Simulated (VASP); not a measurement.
# As: single point with BLYP

Crystal: As.

```
As
1.0
     2.97635    0.00000    0.00000
    -1.48818    2.57760    0.00000
     0.00000    0.00000    5.37094
As
2
Cartesian
  0.0000 1.7184 1.3427
  1.4882 0.8592 4.0282
```

This cell differs from its parent crystal: volume scaled by 0.96.

```yaml
Program: VASP 6.6.1
Task: single point
Functional: BLYP
Potentials_or_basis: VASP PAW PBE potentials, release 64 (As)
Cutoff: 520 eV
k_mesh: 14 × 14 × 7
Occupations: fermi-dirac, width 0.1 eV
Spin: no spin polarisation
```

The pressure is 3.1 GPa. The band gap on the k mesh is zero (band 5 reaches 11.06 eV, above the bottom of band 6 at 3.34 eV).

Stress tensor (GPa, compression positive):
```
3.39 0.00 0.00
0.00 3.39 0.00
0.00 0.00 2.42
```

Levels at points of the mesh, in eV from the Fermi level:
| k point | band 2 | band 3 | band 4 | band 5 | band 6 | band 7 | band 8 | band 9 |
| --- | --- | --- | --- | --- | --- | --- | --- | --- |
| (0.00, 0.00, 0.00) | -11.58 | -6.19 | 3.58 | 4.53 | 4.53 | 5.60 | 5.60 | 9.87 |
| (0.50, 0.00, 0.00) | -9.28 | -5.24 | -4.05 | -2.06 | 0.17 | 1.25 | 3.49 | 6.48 |

It took 72 s on 1 thread of Intel Xeon 6975P-C, on a shared host, peak memory 0.18 GiB.

Caveat: the PAW data sets were made with another functional, which shifts forces and pressure a little.
